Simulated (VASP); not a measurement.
A run of VASP 6.6.1:

File INCAR:

```
PREC     = Accurate       # precision mode
ENCUT    = 520            # plane-wave cutoff, eV
EDIFF    = 1E-7           # SCF threshold, eV
ISMEAR   = -1             # smearing method
SIGMA    = 0.05           # smearing width, eV
LREAL    = F              # projectors in reciprocal space
LASPH    = T              # aspherical terms in the spheres
NELM     = 80             # most SCF steps
ALGO     = Normal         # electronic algorithm
ISIF     = 2              # what is computed and relaxed
LWAVE    = F              # write WAVECAR
LCHARG   = T              # write CHGCAR
GGA      = PS             # functional
LELF     = T              # ELF
LVHAR    = T            
NBANDS   = 12             # bands
```

File KPOINTS:

```
Automatic mesh
0
Gamma
  16 16 16
```

Contents of POSCAR:

```
Ag
1.0
    2.4506090683      0.0000000000      0.0000000000
    0.0000000000      2.4506090683      0.0000000000
    0.0000000000      0.0000000000      2.4506090683
Ag
1
Direct
    0.0000000000      0.0000000000      0.0000000000
```

Potentials or basis: VASP PAW PBE potentials, release 64 (Ag).

Run with:

```bash
$ cat potpaw_PBE.64/Ag/POTCAR > POTCAR
$ mpirun -np 1 vasp_std > vasp.out
```

Hardware: 1 thread of Intel Xeon 6975P-C, on a shared host.

Task: Estimate the wall time of this run.

Result: It took 9.7 s on 1 thread of Intel Xeon 6975P-C, with other jobs on the host, peak memory 0.14 GiB. Counts: scf iterations 12, k points 165.
